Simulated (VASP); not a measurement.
Crystal: AlN.

```xyz
2
Lattice="0.0000 2.0070 2.0070 2.0070 0.0000 2.0070 2.0070 2.0070 0.0000" Properties=species:S:1:pos:R:3 pbc="T T T"
Al    2.0070    2.0070    2.0070
N     0.0000    0.0000    0.0000
```

Base run:

| Property | Result |
| --- | --- |
| Program | VASP 6.6.1 |
| Functional | r2SCAN |
| Potentials or basis | VASP PAW PBE potentials, release 64 (Al, N) |
| Cutoff | 520 eV |
| k mesh | 11 × 11 × 11 |
| Occupations | fermi-dirac, width 0.05 eV |
| Spin | no spin polarisation |

Its results: band gap on the k mesh 5.84 eV, indirect (least direct gap 6.85 eV); pressure 4.2 GPa.

Q: The run is repeated on the same cell with these changes: functional from r2SCAN to PBEsol. What comes out?

A: Band gap on the k mesh 4.90 eV, indirect (least direct gap 5.99 eV); pressure 6.3 GPa.

r2SCAN gives the wider gap, since meta-GGAs in the generalised Kohn-Sham scheme recover part of the derivative discontinuity.

Caveats: the PAW data sets were made with another functional, which shifts forces and pressure a little.

A k mesh can miss the band edges.
